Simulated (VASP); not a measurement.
Runs of VASP 6.6.1 on BN. The structure is that of space group Fmm2 (No. 42), or close to it. The cells are those of the table. 

```tsv
cell	gap on the mesh (eV)	pressure (GPa)	largest force (eV/Å)
a = 4.202, b = 2.521, c = 3.824 Å, angles 80.1, 36.2, 63.7°, 2 atoms	3.98	-8.3	0.31
a = 4.168, b = 2.465, c = 3.824 Å, angles 79.8, 35.6, 64.6°, 2 atoms	4.15	1.8	0.89
a = 4.235, b = 2.577, c = 3.824 Å, angles 80.3, 36.8, 62.9°, 2 atoms	3.78	(c)	0.01
a = 4.191, b = 2.567, c = 3.768 Å, angles 80.4, 37.2, 62.4°, 2 atoms	3.71	(b)	0.10
a = 4.147, b = 2.558, c = 3.713 Å, angles 80.5, 37.5, 62.0°, 2 atoms	3.64	-8.5	0.24
a = 4.185, b = 2.493, c = 3.824 Å, angles 80.0, 35.9, 64.1°, 2 atoms	4.07	(a)	0.56
a = 4.157, b = 2.511, c = 3.768 Å, angles 80.2, 36.5, 63.3°, 2 atoms	3.92	-4.0	0.18
```

Alike in all rows: task single point; level PBE+D3(BJ); potentials or basis VASP PAW PBE potentials, release 64 (B, N); no spin polarisation; k mesh 12 × 12 × 12; cutoff (eV) 520; smearing gaussian 0.05 eV.

Question: Estimate the missing entries.

Answer: (a) -3.5; (b) -12.8; (c) -16.6.

Caveats: the cell stands under tension (at least some runs).

A k mesh can miss the band edges.
